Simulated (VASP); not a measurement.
# BN (R3m) in VASP: further runs, part 2 of 3

VASP 6.6.1.

### 3 Relaxation of cell and atoms, PBEsol, target pressure 50 GPa, at which the enthalpy is minimised

This run uses another cell than the first one, of 6.24 Å³/atom.

The input, INCAR:

```
PREC = Accurate ; ENCUT = 600
EDIFF = 1E-6 ; ISMEAR = 0
SIGMA = 0.02 ; LREAL = False
LASPH = True ; NELM = 100
ALGO = Normal ; ISIF = 3
LWAVE = False ; LCHARG = False
GGA = PS ; IBRION = 2
NSW = 70 ; EDIFFG = -0.008
PSTRESS = 500.0
```

The input, KPOINTS:

```
regular mesh
0
Gamma
  12 12 12
```

The input, POSCAR:

```
BN
1.0
    1.2003538421      0.6930246139      2.5006567416
   -1.2003538421      0.6930246139      2.5006567416
    0.0000000000     -1.3860492278      2.5006567416
B N
1 1
Direct
    1.0027391547      1.0027391547      1.0027391547
    0.3296938453      0.3296938453      0.3296938453
```

Potentials or basis: VASP PAW PBE potentials, release 64 (B, N).

The run is started by

```console
$ cat potpaw_PBE.64/B/POTCAR potpaw_PBE.64/N/POTCAR > POTCAR
$ mpirun -np 1 vasp_std > vasp.out
```

OUTCAR:

```text
PREC = Accurate
   ENCUT = 600
   EDIFF = 1E-6
   ISMEAR = 0
   LREAL = False
   LASPH = True
   NELM = 100
   ISIF = 3
   GGA = PS
   IBRION = 2
   NSW = 70
   EDIFFG = -0.008
   PSTRESS = 500.0

 ion  position               nearest neighbor table
   1  0.003  0.003  0.003-   2 1.39   2 1.39   2 1.39
   2  0.330  0.330  0.330-   1 1.39   1 1.39   1 1.39

  LATTYP: Found a trigonal (rhomboedric) cell.
 ALAT       =     2.8590936678
 COS(alpha) =     0.6474734732

  Lattice vectors:

 A1 = (   1.2003538421,   0.6930246139,   2.5006567416)
 A2 = (  -1.2003538421,   0.6930246139,   2.5006567416)
 A3 = (   0.0000000000,  -1.3860492278,   2.5006567416)

Analysis of symmetry for initial positions (statically):
=====================================================================
 Subroutine PRICEL returns:
 Original cell was already a primitive cell.

 Routine SETGRP: Setting up the symmetry group for a
 trigonal (rhombohedral) supercell.

 Subroutine GETGRP returns: Found  6 space group operations
 (whereof  6 operations were pure point group operations)
 out of a pool of 12 trial point group operations.

The static configuration has the point symmetry C_3v.

Analysis of symmetry for dynamics (positions and initial velocities):
=====================================================================
 Subroutine PRICEL returns:
 Original cell was already a primitive cell.

 Routine SETGRP: Setting up the symmetry group for a
[... 266 lines left out ...]

 E-fermi :  10.1149     XC(G=0): -13.8525

 val. band max:        9.8942585054   @ k =   0.0000   0.0000   0.0000
 cond. band min:      13.9776771668   @ k =   0.5000   0.5000   0.0000
 fundamental gap:      4.0834186614
 Fermi energy:        10.1149440596

 k-point     1 :       0.0000    0.0000    0.0000
  band No.  band energies     occupation
      1     -12.7438      2.00000
      2       8.7729      2.00000
      3       9.8943      2.00000
      4       9.8943      2.00000
      5      18.3996      0.00000
      6      18.3996      0.00000
      7      20.0939      0.00000
      8      23.4874      0.00000
[... 243 lines left out ...]
 k-point    24 :      -0.4167    0.1667   -0.0000
  band No.  band energies     occupation
      1      -7.3492      2.00000
      2      -2.0663      2.00000
      3       4.8374      2.00000
      4       6.5797      2.00000
      5      19.2212      0.00000
      6      23.1926      0.00000
      7      24.6882      0.00000
      8      27.2266      0.00000

 [... further k-points ...]

[... ionic steps 4 to 16 ...]

--------------------------------------- Ionic step       17  -------------------------------------------

 number of electron       8.0000000 magnetization

------------------------ aborting loop because EDIFF is reached ----------------------------------------
[... 71 lines left out ...]
--------------------------------------- Ionic step       19  -------------------------------------------

 number of electron       8.0000000 magnetization

 Free energy of the ion-electron system (eV)
  ---------------------------------------------------
  ext. energy  EPLUGINS =         0.00000000
  ---------------------------------------------------
  free energy    TOTEN  =       -18.18208482 eV

  energy without entropy =      -18.18208482  energy(sigma->0) =      -18.18208482

 E-fermi :   8.9346     XC(G=0): -13.5770

 val. band max:        8.8242223888   @ k =   0.0000   0.0000   0.0000
 cond. band min:      13.2078938550   @ k =   0.5000   0.5000   0.0000
 fundamental gap:      4.3836714662
 Fermi energy:         8.9345997051

 k-point     1 :       0.0000    0.0000    0.0000
  band No.  band energies     occupation
      1     -12.7797      2.00000
      2       8.8151      2.00000
      3       8.8242      2.00000
      4       8.8242      2.00000
      5      18.1128      0.00000
      6      18.1136      0.00000
      7      18.1136      0.00000
      8      20.9767      0.00000
[... 286 lines left out ...]
  energy  without entropy=      -18.1820848228  energy(sigma->0) =      -18.18208482

  enthalpy is  TOTEN    =       -14.8902651071 eV   P V=        3.2918197157

 reached required accuracy - stopping structural energy minimisation
```

CONTCAR:

```text
BN
   1.00000000000000
     1.2307687520330572    0.7105846705293951    2.0101713276547120
    -1.2307687520330572    0.7105846705293951    2.0101713276547120
    -0.0000000000000000   -1.4211693410587902    2.0101713276547120
  B               N
     1     1
Direct
     0.0412461781800777    0.0412461781800777    0.0412461781800777
     0.2911868218199241    0.2911868218199241    0.2911868218199241

  0.00000000E+00  0.00000000E+00  0.00000000E+00
  0.00000000E+00  0.00000000E+00  0.00000000E+00
```

It took 4.9 min on 1 thread of Intel Xeon 8259CL, shared host; peak memory 0.15 GiB.

What came out:

```
Free energy                                                : -18.1821 eV
Relaxed volume                                             : 5.27 Å³/atom
Relaxed cell                                               : a = 2.462 Å, b = 2.462 Å, c = 2.462 Å, α = 59.99°, β = 59.99°, γ = 59.99°
Space group after relaxing (to 0.1 Å)                      : F-43m (No. 216)
Energy change on relaxing (the run minimises the enthalpy) : -212.1 meV/atom
Ionic steps                                                : 19
Pressure after relaxing                                    : 50.0 GPa
Largest force after relaxing                               : 0.005 eV/Å
Band gap on the k mesh                                     : 4.38 eV (least direct gap 9.29 eV)
```

Forces on the atoms (eV/Å):
```
B    0.000  0.000 -0.005
N    0.000  0.000  0.005
```

The path:
```
step  energy change (eV)  largest force (eV/Å)  pressure (GPa)  volume (Å³)
   1              0.0000                0.1323           61.29        12.48
   2             -0.1758                0.3438           11.95        13.27
   3             -0.1294                0.1875           40.84        12.77
   4             -0.0375                0.3495           44.94        12.37
   5              0.0902                0.7049           50.93        11.90
   6              0.1092                0.8974           51.45        11.71
   7             -0.0004                2.2689           49.61        11.13
   8              0.0166                4.0494           91.67         9.97
   9             -0.1426                2.8186           52.46        10.77
  10             -0.3204                1.5448           60.83        10.37
  11             -0.2711                0.3528           71.85        10.17
  12             -0.3107                0.5975           66.35        10.26
  13             -0.2940                2.6001           59.44        10.44
  14             -0.3321                0.0890           63.84        10.30
  15             -0.4273                0.0241           49.40        10.56
  16             -0.4305                0.0272           48.88        10.57
  17             -0.4260                0.0236           49.71        10.55
  18             -0.4240                0.0220           50.05        10.55
  19             -0.4242                0.0053           50.03        10.55
```

Final structure:
```
B N
1.0
     1.23077    0.71058    2.01017
    -1.23077    0.71058    2.01017
     0.00000   -1.42117    2.01017
B N
1 1
Direct
  0.04125 0.04125 0.04125
  0.29119 0.29119 0.29119
```

Caveat: the cell is relaxed towards a set pressure, so the run minimises the enthalpy, not the energy; the volume moved by over 15 % at a fixed basis, so the end points are rough; the PAW data sets were made with another functional, which shifts forces and pressure a little. A k mesh can miss the band edges.

### 4 Relaxation of cell and atoms, PBEsol, target pressure 25 GPa, at which the enthalpy is minimised

This run uses another cell than the first one, of 6.88 Å³/atom.

The input, INCAR:

```
PREC     = Accurate       # precision mode
ENCUT    = 600            # plane-wave cutoff, eV
EDIFF    = 1E-6           # SCF threshold, eV
ISMEAR   = 0              # smearing method
SIGMA    = 0.02           # smearing width, eV
LREAL    = F              # projectors in reciprocal space
LASPH    = T              # aspherical terms in the spheres
NELM     = 80             # most SCF steps
ALGO     = Normal         # electronic algorithm
ISIF     = 3              # what is computed and relaxed
LWAVE    = F              # write WAVECAR
LCHARG   = F              # write CHGCAR
GGA      = PS             # functional
IBRION   = 2              # ionic algorithm
NSW      = 70             # ionic steps
EDIFFG   = -0.008         # ionic threshold
PSTRESS  = 250.0
```

KPOINTS is that of step 3.

The input, POSCAR:

```
BN
1.0
    1.2087187855      0.6978541161      2.7183594358
   -1.2087187855      0.6978541161      2.7183594358
    0.0000000000     -1.3957082323      2.7183594358
B N
1 1
Direct
    1.0006687103      1.0006687103      1.0006687103
    0.3317642897      0.3317642897      0.3317642897
```

The run is started by

```console
$ cat potpaw_PBE.64/B/POTCAR potpaw_PBE.64/N/POTCAR > POTCAR
$ mpirun -np 1 vasp_std > vasp.out
```

Wall time 2.7 min (1 thread of Intel Xeon 8259CL, shared host); peak memory 0.15 GiB.

Results (log left out):

```
Free energy                                                : -18.0341 eV
Relaxed volume                                             : 6.76 Å³/atom
Relaxed cell                                               : a = 2.933 Å, b = 2.933 Å, c = 2.933 Å, α = 49.72°, β = 49.72°, γ = 49.72°
Space group after relaxing (to 0.1 Å)                      : R3m (No. 160)
Energy change on relaxing (the run minimises the enthalpy) : -16.9 meV/atom
Ionic steps                                                : 11
Pressure after relaxing                                    : 25.0 GPa
Band gap on the k mesh                                     : 3.30 eV (least direct gap 4.93 eV)
```

Stress tensor (GPa, compression positive):
```
25.00  0.00  0.00
 0.00 25.00  0.00
 0.00  0.00 24.87
```

The path:
```csv
step,energy change (eV),largest force (eV/Å),pressure (GPa),volume (Å³)
1,0.0000,0.0495,42.30,13.76
2,-0.0757,0.1287,-13.60,15.26
3,-0.1273,0.0659,20.52,14.24
4,-0.1243,0.0650,21.33,14.23
5,-0.0993,0.0665,22.47,14.00
6,-0.0498,0.0982,24.71,13.62
7,-0.0346,0.1134,25.42,13.52
8,-0.0365,0.0070,24.36,13.53
9,-0.0365,0.0076,24.37,13.53
10,-0.0267,0.0233,26.50,13.47
11,-0.0339,0.0010,24.96,13.51
```

Final structure:
```
CELL_PARAMETERS angstrom
1.23327 0.71203 2.56445
-1.23327 0.71203 2.56445
0.00000 -1.42406 2.56445
ATOMIC_POSITIONS crystal
B 0.00283 0.00283 0.00283
N 0.32961 0.32961 0.32961
```

Levels at points of the mesh, in eV from the valence-band top:
| k point | band 1 | band 2 | band 3 | band 4 | band 5 | band 6 | band 7 | band 8 |
| --- | --- | --- | --- | --- | --- | --- | --- | --- |
| (0.00, 0.00, 0.00) | -19.16 | -2.37 | -1.55 | -1.55 | 7.36 | 11.62 | 11.62 | 13.10 |
| (0.50, 0.00, 0.00) | -15.37 | -10.01 | -4.34 | -0.22 | 5.29 | 10.87 | 14.54 | 18.46 |
| (0.50, 0.50, 0.00) | -14.87 | -9.28 | -4.86 | -2.49 | 3.30 | 9.26 | 16.70 | 21.62 |
| (0.50, 0.50, 0.50) | -17.56 | -8.56 | -1.75 | -1.75 | 11.23 | 11.23 | 12.50 | 13.38 |

Caveat: the cell is relaxed towards a set pressure, so the run minimises the enthalpy, not the energy; the PAW data sets were made with another functional, which shifts forces and pressure a little. A k mesh can miss the band edges.

### 5 Relaxation of cell and atoms, PBEsol, target pressure 12 GPa, at which the enthalpy is minimised

This run uses another cell than the first one, of 7.61 Å³/atom.

The input, INCAR:

```
SYSTEM = BN
PREC = Accurate ; ENCUT = 600
EDIFF = 1E-6 ; ISMEAR = 0
SIGMA = 0.02 ; LREAL = .False.
LASPH = .True. ; NELM = 80
ALGO = Normal ; ISIF = 3
LWAVE = .False. ; LCHARG = .False.
GGA = PS ; IBRION = 2
NSW = 70 ; EDIFFG = -0.008
PSTRESS = 120.0
```

The input, KPOINTS:

```
Automatic mesh
0
Gamma
  12 12 12
  0 0 0
```

The input, POSCAR:

```
BN
1.0
    1.2152138789      0.7016040601      2.9751212242
   -1.2152138789      0.7016040601      2.9751212242
    0.0000000000     -1.4032081203      2.9751212242
B N
1 1
Direct
    0.9999275766      0.9999275766      0.9999275766
    0.3325054234      0.3325054234      0.3325054234
```

The run is started by

```console
$ cat potpaw_PBE.64/B/POTCAR potpaw_PBE.64/N/POTCAR > POTCAR
$ mpirun -np 1 vasp_std > vasp.out
```

Run time: 4.7 min. Hardware: 1 thread of Intel Xeon 8259CL, shared host; peak memory 0.17 GiB.

Results (log left out):

```yaml
Free_energy: -18.1892 eV
Relaxed_volume: 7.43 Å³/atom
Relaxed_cell: a = 3.130 Å, b = 3.130 Å, c = 3.130 Å, α = 46.75°, β = 46.75°, γ = 46.75°
Space_group_after_relaxing_to_0.1_Å: R3m (No. 160)
Energy_change_on_relaxing_the_run_minimises_the_enthalpy: -27.0 meV/atom
Ionic_steps: 10
Pressure_after_relaxing: 12.0 GPa
Band_gap_on_the_k_mesh: 3.59 eV (least direct gap 4.86 eV)
```

The path:
```
step  energy change (eV)  largest force (eV/Å)  pressure (GPa)  volume (Å³)
   1              0.0000                0.0186           29.69        15.22
   2              0.0325                0.0582          -22.48        17.11
   3             -0.1068                0.0273            8.68        15.84
   4             -0.1050                0.0268            9.48        15.81
   5             -0.0970                0.0194            9.90        15.61
   6             -0.0688                0.0176           11.32        15.08
   7             -0.0511                0.0270           12.15        14.83
   8             -0.0539                0.0251           12.01        14.86
   9             -0.0540                0.0127           11.99        14.86
  10             -0.0540                0.0004           12.00        14.86
```

Final structure:
```cif
data_structure
_symmetry_space_group_name_H-M 'P 1'
_symmetry_Int_Tables_number 1
_cell_length_a 3.1302
_cell_length_b 3.1302
_cell_length_c 3.1302
_cell_angle_alpha 46.746
_cell_angle_beta 46.746
_cell_angle_gamma 46.746
_cell_volume 14.86
loop_
_atom_site_label
_atom_site_type_symbol
_atom_site_fract_x
_atom_site_fract_y
_atom_site_fract_z
_atom_site_occupancy
B1 B 0.00071 0.00071 0.00071 1
N1 N 0.33172 0.33172 0.33172 1
```

Levels at points of the mesh, in eV from the valence-band top:
```tsv
k point	band 1	band 2	band 3	band 4	band 5	band 6	band 7	band 8
(0.00, 0.00, 0.00)	-18.45	-2.99	-1.37	-1.37	6.48	11.71	11.71	13.31
(0.50, 0.00, 0.00)	-14.90	-9.44	-4.16	-0.32	5.39	10.49	13.99	17.23
(0.50, 0.50, 0.00)	-14.61	-8.99	-4.45	-1.88	3.59	9.58	15.80	20.54
(0.50, 0.50, 0.50)	-17.44	-7.58	-1.47	-1.47	11.44	11.44	11.91	13.19
```

Caveat: the cell is relaxed towards a set pressure, so the run minimises the enthalpy, not the energy; the PAW data sets were made with another functional, which shifts forces and pressure a little. A k mesh can miss the band edges.

(Continued in part 3 of 3.)
